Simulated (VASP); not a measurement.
# BP (Cmcm) in VASP: notebook, part 2 of 3

VASP 6.6.1. The steps go on from the part before.

## (4) Single point, PBE

This run uses another cell than the first one, of 13.67 Å³/atom.

Contents of INCAR:

```
SYSTEM = BP
PREC = Accurate
ENCUT = 520
EDIFF = 1E-6
ISMEAR = 0
SIGMA = 0.1
LREAL = .False.
LASPH = .True.
NELM = 80
ALGO = Normal
ISIF = 2
LWAVE = .False.
LCHARG = .True.
GGA = PE
LELF = .True.
LVHAR = .True.
NBANDS = 16
```

Contents of KPOINTS:

```
Automatic mesh
0
Gamma
  6 6 6
  0 0 0
```

Contents of POSCAR:

```
BP
1.0
    1.4469120176     -6.5314940635      0.0000000000
    1.4469120176      6.5314940635      0.0000000000
    0.0000000000      0.0000000000      2.8938405571
B P
2 2
Direct
    0.7016742322      0.2983257678      0.2500000000
    0.2983257678      0.7016742322      0.7500000000
    0.8544829808      0.1455170192      0.2500000000
    0.1455170192      0.8544829808      0.7500000000
```

Potentials or basis: VASP PAW PBE potentials, release 64 (B, P).

The run is started by

```sh
$ cat potpaw_PBE.64/B/POTCAR potpaw_PBE.64/P/POTCAR > POTCAR
$ mpirun -np 1 vasp_std > vasp.out
```

OUTCAR:

```text
SYSTEM = BP
   PREC = Accurate
   ENCUT = 520
   EDIFF = 1E-6
   ISMEAR = 0
   LREAL = .False.
   LASPH = .True.
   NELM = 80
   ISIF = 2
   GGA = PE

 ion  position               nearest neighbor table
   1  0.702  0.298  0.250-   3 2.00   4 2.17   4 2.17   4 2.17   4 2.17
   2  0.298  0.702  0.750-   4 2.00   3 2.17   3 2.17   3 2.17   3 2.17
   3  0.854  0.146  0.250-   1 2.00   2 2.17   2 2.17   2 2.17   2 2.17
   4  0.146  0.854  0.750-   2 2.00   1 2.17   1 2.17   1 2.17   1 2.17

  LATTYP: Found a base centered orthorhombic cell.
 ALAT       =     2.8938240352
 B/A-ratio  =     4.5140920692
 C/A-ratio  =     1.0000057094

  Lattice vectors:

 A1 = (   1.4469120176,  -6.5314940635,   0.0000000000)
 A2 = (   1.4469120176,   6.5314940635,   0.0000000000)
 A3 = (   0.0000000000,   0.0000000000,   2.8938405571)

Analysis of symmetry for initial positions (statically):
=====================================================================
 Subroutine PRICEL returns:
 Original cell was already a primitive cell.

 Routine SETGRP: Setting up the symmetry group for a
 base centered orthorhombic supercell.

 Subroutine GETGRP returns: Found  8 space group operations
 (whereof  4 operations were pure point group operations)
 out of a pool of  8 trial point group operations.

The static configuration has the point symmetry C_2h.
 The point group associated with its full space group is D_2h.

Analysis of symmetry for dynamics (positions and initial velocities):
=====================================================================
 Subroutine PRICEL returns:
 Original cell was already a primitive cell.

 Routine SETGRP: Setting up the symmetry group for a
 base centered orthorhombic supercell.

 Subroutine GETGRP returns: Found  8 space group operations
 (whereof  4 operations were pure point group operations)
 out of a pool of  8 trial point group operations.

The dynamic configuration has the point symmetry C_2h.
 The point group associated with its full space group is D_2h.
[... 125 lines left out ...]
  Fermi-wavevector in a.u.,A,eV,Ry     =   1.086747  2.053654 16.068736  1.181019
  Thomas-Fermi vector in A             =   2.222891
   LORBIT       =      0    0 simple, 1 ext, 2 COOP (PROOUT), +10 PAW based schemes
   GGA     = PE    functional components
   LHFCALC =     F    Hartree Fock is set to
   AEXX    =    0.0000 exact exchange contribution
   IVDW    =     0    specifies the selected vdW correction
   LEPSILON=     F    determine dielectric tensor
   LRPA    =     F    only Hartree local field effects (RPA)
 non-spin polarized calculation
 Gauss-broadening in eV      SIGMA  =   0.10
  energy-cutoff  :      520.00
  volume of cell :       54.70
 maximum number of plane-waves:      1501
 NGX is ok and might be reduce to    50
   NGX = 25   NGY = 25   NGZ = 11

 number of electron      16.0000002 magnetization

 Free energy of the ion-electron system (eV)
  ---------------------------------------------------
  ext. energy  EPLUGINS =         0.00000000
  ---------------------------------------------------
  free energy    TOTEN  =       -21.57161514 eV

  energy without entropy =      -21.57161514  energy(sigma->0) =      -21.57161514

 E-fermi :   5.4520     XC(G=0):  -9.9552

 val. band max:        5.0745928429   @ k =   0.5000   0.3333   0.3333
 cond. band min:       5.7969383084   @ k =   0.5000   0.5000   0.0000
 fundamental gap:      0.7223454655
 Fermi energy:         5.4520413314

 k-point     1 :       0.0000    0.0000    0.0000
  band No.  band energies     occupation
      1     -10.5812      2.00000
      2      -7.3475      2.00000
      3      -1.6888      2.00000
      4       2.9392      2.00000
      5       2.9478      2.00000
      6       4.3497      2.00000
[... 433 lines left out ...]
      3      -0.3423      2.00000
      4       0.4322      2.00000
      5       0.7638      2.00000
      6       3.7713      2.00000
[... 8 lines left out ...]
     15      14.3707      0.00000
     16      14.5831      0.00000

 [... further k-points ...]

------------------------ aborting loop because EDIFF is reached ----------------------------------------

  FORCE on cell =-STRESS in cart. coord.  units (eV):
  Direction    XX          YY          ZZ          XY          YZ          ZX
  --------------------------------------------------------------------------------------
  -------------------------------------------------------------------------------------
  Total       -0.0971733     -0.0578473     -0.0982142      0.0000000      0.0000000      0.0000000
  in kB       -2.8464147     -1.6944713     -2.8769062      0.0000000      0.0000000      0.0000000
  external PRESSURE =      -2.4725974 kB  Pullay stress =       0.0000000 kB

 VOLUME and BASIS-vectors are now :
 -----------------------------------------------------------------------------
  energy-cutoff  :      520.00
  volume of cell :       54.70
      direct lattice vectors                 reciprocal lattice vectors
     1.446912018 -6.531494064  0.000000000     0.345563513 -0.076552163  0.000000000
     1.446912018  6.531494064  0.000000000     0.345563513  0.076552163  0.000000000
     0.000000000  0.000000000  2.893840557     0.000000000  0.000000000  0.345561540

 POSITION                                       TOTAL-FORCE (eV/Angst)
 -----------------------------------------------------------------------------------
      1.44691     -2.63447      0.72346         0.000000     -0.017832     -0.000000
      1.44691      2.63447      2.17038         0.000000      0.017832     -0.000000
      1.44691     -4.63061      0.72346         0.000000      0.034436      0.000000
      1.44691      4.63061      2.17038         0.000000     -0.034436      0.000000
 -----------------------------------------------------------------------------------
    total drift:                                0.000000      0.000000     -0.000000

  FREE ENERGIE OF THE ION-ELECTRON SYSTEM (eV)
  ---------------------------------------------------
  free  energy   TOTEN  =       -21.5716151433 eV

  energy  without entropy=      -21.5716151389  energy(sigma->0) =      -21.57161514
```

OSZICAR:

```text
N       E                     dE             d eps       ncg     rms          rms(c)
DAV:   1     0.403774664431E+02    0.40377E+02   -0.67356E+03  1664   0.869E+02
DAV:   2    -0.195498878839E+02   -0.59927E+02   -0.54118E+02  2288   0.152E+02
DAV:   3    -0.220269635335E+02   -0.24771E+01   -0.24565E+01  2280   0.300E+01
DAV:   4    -0.220552812200E+02   -0.28318E-01   -0.28309E-01  2064   0.364E+00
DAV:   5    -0.220558895613E+02   -0.60834E-03   -0.60830E-03  2304   0.520E-01    0.947E+00
DAV:   6    -0.215830924856E+02    0.47280E+00   -0.77122E-01  2120   0.563E+00    0.490E+00
DAV:   7    -0.215727000062E+02    0.10392E-01   -0.12776E-01  2376   0.200E+00    0.210E+00
DAV:   8    -0.215710380073E+02    0.16620E-02   -0.15194E-02  1960   0.804E-01    0.208E-01
DAV:   9    -0.215710899122E+02   -0.51905E-04   -0.13120E-03  2168   0.240E-01    0.858E-02
DAV:  10    -0.215715312318E+02   -0.44132E-03   -0.42715E-04  1888   0.117E-01    0.374E-02
DAV:  11    -0.215716080464E+02   -0.76815E-04   -0.74018E-05  2272   0.460E-02    0.982E-03
DAV:  12    -0.215716146546E+02   -0.66083E-05   -0.12471E-05  1944   0.186E-02    0.346E-03
DAV:  13    -0.215716151433E+02   -0.48865E-06   -0.83410E-07  2064   0.574E-03
   1 F= -.21571615E+02 E0= -.21571615E+02  d E =-.437049E-08
```

stdout:

```text
POSCAR found type information on POSCAR B P
 POSCAR found :  2 types and       4 ions
 scaLAPACK will be used
 LDA part: xc-table for (Slater+PW92), standard interpolation
 POSCAR, INCAR and KPOINTS ok, starting setup
 FFT: planning ... GRIDC
 FFT: planning ... GRID_SOFT
 FFT: planning ... GRID
 WAVECAR not read
 entering main loop
```

Run time: 2.5 min. Hardware: 1 thread of Intel Xeon Platinum 8259CL at 2.50GHz (Skylake/Cascade Lake), shared host; peak memory 0.23 GiB.

Results:

```yaml
Free_energy: -21.5716 eV
Pressure: -0.2 GPa
Largest_force: 0.034 eV/Å
Band_gap_on_the_k_mesh: zero (bands 8 and 9 overlap by 3.73 eV)
```

Forces on the atoms (eV/Å):
```
B    0.000 -0.018  0.000
B    0.000  0.018  0.000
P    0.000  0.034  0.000
P    0.000 -0.034  0.000
```

Levels at points of the mesh, in eV from the Fermi level:
```
           k point  band 6  band 7  band 8  band 9  band 10  band 11
(0.00, 0.00, 0.00)   -1.10    0.76    0.88    0.92     1.75     4.69
(0.50, 0.00, 0.00)   -3.13    1.43    1.43    3.16     3.57     4.45
(0.50, 0.50, 0.00)   -2.46    0.34    0.88    0.92     3.00     4.69
(0.00, 0.00, 0.50)   -3.52    1.44    1.44    3.75     3.75     4.45
(0.50, 0.00, 0.50)   -4.64   -3.96   -3.96   -0.90    -0.90     3.16
(0.50, 0.50, 0.50)   -3.15    1.43    1.43    2.83     2.83     4.48
```

Caveat: the k points lie up to 0.37 Å⁻¹ apart, too coarse for converged energies and pressures of a metal.

## (5) Relaxation of cell and atoms, PBE

This run uses another cell than the first one, of 14.68 Å³/atom.

Contents of INCAR:

```
SYSTEM = BP
ALGO = Normal
EDIFF = 1E-6
EDIFFG = -0.04
ENCUT = 600
GGA = PE
IBRION = 2
ISIF = 3
ISMEAR = 0
LASPH = .TRUE.
LCHARG = .FALSE.
LREAL = .FALSE.
LWAVE = .FALSE.
NELM = 60
NSW = 90
PREC = Accurate
SIGMA = 0.1
```

Contents of KPOINTS:

```
k-points
0
G
  6 6 4
  0 0 0
```

Contents of POSCAR:

```
BP
1.0
    1.6222816900     -4.5811220200      0.0000000000
    1.6222816900      4.5811220200      0.0000000000
    0.0000000000      0.0000000000      3.9497520300
B P
2 2
Direct
    0.5849999900      0.4150000100      0.2500000000
    0.4150000100      0.5849999900      0.7500000000
    0.8600000100      0.1399999900      0.2500000000
    0.1399999900      0.8600000100      0.7500000000
```

Potentials or basis: VASP PAW PBE potentials, release 64 (B, P).

The run is started by

```sh
$ cat potpaw_PBE.64/B/POTCAR potpaw_PBE.64/P/POTCAR > POTCAR
$ mpirun -np 1 vasp_std > vasp.out
```

OUTCAR:

```text
SYSTEM = BP
   EDIFF = 1E-6
   EDIFFG = -0.04
   ENCUT = 600
   GGA = PE
   IBRION = 2
   ISIF = 3
   ISMEAR = 0
   LASPH = .TRUE.
   LREAL = .FALSE.
   NELM = 60
   NSW = 90
   PREC = Accurate

 ion  position               nearest neighbor table
   1  0.585  0.415  0.250-   3 2.52
   2  0.415  0.585  0.750-   4 2.52
   3  0.860  0.140  0.250-   1 2.52
   4  0.140  0.860  0.750-   2 2.52

  LATTYP: Found a base centered orthorhombic cell.
 ALAT       =     3.2445633800
 B/A-ratio  =     2.8238758091
 C/A-ratio  =     1.2173446986

  Lattice vectors:

 A1 = (   1.6222816900,  -4.5811220200,   0.0000000000)
 A2 = (   1.6222816900,   4.5811220200,   0.0000000000)
 A3 = (   0.0000000000,   0.0000000000,   3.9497520300)

Analysis of symmetry for initial positions (statically):
=====================================================================
 Subroutine PRICEL returns:
 Original cell was already a primitive cell.

 Routine SETGRP: Setting up the symmetry group for a
 base centered orthorhombic supercell.

 Subroutine GETGRP returns: Found  8 space group operations
 (whereof  4 operations were pure point group operations)
 out of a pool of  8 trial point group operations.

The static configuration has the point symmetry C_2h.
 The point group associated with its full space group is D_2h.

Analysis of symmetry for dynamics (positions and initial velocities):
=====================================================================
 Subroutine PRICEL returns:
[... 288 lines left out ...]
      5       7.6904      2.00000
      6       7.8698      2.00000
      7       8.2339      2.00000
      8       9.4829      2.00000
      9      11.4456      0.00000
     10      12.0040      0.00000
     11      15.4697      0.00000
     12      15.7967      0.00000
[... 333 lines left out ...]
      1      -4.6666      2.00000
      2      -3.4975      2.00000
      3       2.2093      2.00000
      4       3.2638      2.00000
      5       4.4524      2.00000
      6       8.0205      2.00000
      7       9.1515      2.00000
      8      10.7424      0.00000
      9      11.5852      0.00000
     10      11.6764      0.00000
     11      14.2837      0.00000
     12      14.4351      0.00000

 [... further k-points ...]

[... ionic steps 4 to 53 ...]

--------------------------------------- Ionic step       54  -------------------------------------------

 number of electron      15.9999998 magnetization

------------------------ aborting loop because EDIFF is reached ----------------------------------------
[... 71 lines left out ...]
--------------------------------------- Ionic step       56  -------------------------------------------

 number of electron      15.9999998 magnetization

 Free energy of the ion-electron system (eV)
  ---------------------------------------------------
  ext. energy  EPLUGINS =         0.00000000
  ---------------------------------------------------
  free energy    TOTEN  =       -21.47231300 eV

  energy without entropy =      -21.46270163  energy(sigma->0) =      -21.46750731

 E-fermi :   5.9276     XC(G=0): -10.1023

 val. band max:        5.9153330034   @ k =   0.3333   0.1667   0.2500
 cond. band min:       5.9292224299   @ k =   0.5000   0.0000   0.2500
 fundamental gap:      0.0138894265
 Fermi energy:         5.9276285168

 k-point     1 :       0.0000    0.0000    0.0000
  band No.  band energies     occupation
      1     -10.3787      2.00000
      2      -7.0409      2.00000
      3      -1.4859      2.00000
      4       2.9127      2.00000
      5       3.2142      2.00000
      6       4.5747      2.00000
      7       6.3939      0.00000
      8       6.4863      0.00000
      9       6.7640      0.00000
     10       7.4845      0.00000
     11      10.2923      0.00000
     12      11.5456      0.00000
[... 376 lines left out ...]
  FREE ENERGIE OF THE ION-ELECTRON SYSTEM (eV)
  ---------------------------------------------------
  free  energy   TOTEN  =       -21.4723129973 eV

  energy  without entropy=      -21.4627016300  energy(sigma->0) =      -21.46750731

 reached required accuracy - stopping structural energy minimisation
```

CONTCAR:

```text
BP
   1.00000000000000
     1.4620358567003895   -6.3450470242233337   -0.0000000000000000
     1.4620358567003895    6.3450470242233337    0.0000000000000000
     0.0000000000000000    0.0000000000000000    2.8887483660736453
  B               P
     2     2
Direct
     0.7011453702519423    0.2988546297480573    0.2500000000000000
     0.2988546297480573    0.7011453702519423    0.7500000000000000
     0.8560744396663778    0.1439255603336224    0.2500000000000000
     0.1439255603336224    0.8560744396663778    0.7500000000000000

  0.00000000E+00  0.00000000E+00  0.00000000E+00
  0.00000000E+00  0.00000000E+00  0.00000000E+00
  0.00000000E+00  0.00000000E+00  0.00000000E+00
  0.00000000E+00  0.00000000E+00  0.00000000E+00
```

Wall time 27 min (1 thread of Intel Xeon Platinum 8259CL at 2.50GHz (Skylake/Cascade Lake), shared host); peak memory 0.25 GiB.

What came out:

| Property | Result |
| --- | --- |
| Free energy | -21.4723 eV |
| Relaxed volume | 13.40 Å³/atom |
| Relaxed cell | a = 6.511 Å, b = 6.511 Å, c = 2.889 Å, α = 90.00°, β = 90.00°, γ = 154.05° |
| Space group after relaxing (to 0.1 Å) | Cmcm (No. 63) |
| Energy gained by relaxing | 1015.7 meV/atom |
| Ionic steps | 56 |
| Pressure after relaxing | -0.2 GPa |
| Largest force after relaxing | 0.028 eV/Å |
| Band gap on the k mesh | zero (bands 8 and 9 overlap by 3.79 eV) |

Forces on the atoms (eV/Å):
```
B    0.000  0.010  0.000
B    0.000 -0.010  0.000
P    0.000  0.028  0.000
P    0.000 -0.028  0.000
```

Step by step:
```csv
step,energy change (eV),largest force (eV/Å),pressure (GPa),volume (Å³)
1,0.0000,0.3665,-24.11,58.71
3,-2.1379,0.6728,0.53,39.72
5,-2.4294,0.8175,9.02,37.64
7,-2.5916,1.0209,-2.05,40.29
9,-2.7647,1.1894,-5.74,42.10
11,-3.1536,3.0030,27.44,43.87
13,-3.4661,1.1049,11.98,43.41
15,-3.6161,1.5922,12.02,45.78
17,-3.8014,0.4173,-2.69,50.86
19,-3.8064,0.3330,-0.90,50.07
21,-3.8277,0.2137,-0.92,50.26
23,-3.8573,0.2641,-0.56,50.44
25,-3.9068,0.2413,-0.37,49.48
27,-3.9077,0.2074,-0.38,49.41
29,-3.9467,0.1775,0.60,47.96
31,-3.9503,0.1683,0.74,47.67
33,-3.9704,0.2279,0.69,47.33
35,-3.9852,0.3102,0.59,46.90
37,-3.9884,0.2761,0.71,46.94
39,-3.9975,0.1668,1.89,47.52
41,-4.0014,0.0859,1.00,47.67
43,-4.0052,0.1305,-0.25,48.36
45,-4.0142,0.1437,-0.54,49.57
47,-4.0212,0.1747,-0.19,49.86
49,-4.0416,0.2807,1.37,51.13
51,-4.0503,0.1932,0.91,51.96
53,-4.0601,0.0066,0.08,53.39
55,-4.0625,0.0601,-0.36,53.66
56,-4.0627,0.0278,-0.17,53.60
```

Final structure:
```cif
data_structure
_symmetry_space_group_name_H-M 'P 1'
_symmetry_Int_Tables_number 1
_cell_length_a 6.5113
_cell_length_b 6.5113
_cell_length_c 2.8887
_cell_angle_alpha 90.000
_cell_angle_beta 90.000
_cell_angle_gamma 154.049
_cell_volume 53.60
loop_
_atom_site_label
_atom_site_type_symbol
_atom_site_fract_x
_atom_site_fract_y
_atom_site_fract_z
_atom_site_occupancy
B1 B 0.70115 0.29885 0.25000 1
B2 B 0.29885 0.70115 0.75000 1
P1 P 0.85607 0.14393 0.25000 1
P2 P 0.14393 0.85607 0.75000 1
```

Caveat: the k points lie up to 0.54 Å⁻¹ apart in the final cell, too coarse for converged energies and pressures of a metal; a cell axis changed by over 15 % at a fixed basis, so the end point is rough.

(Part 2 of 3 ends here.)
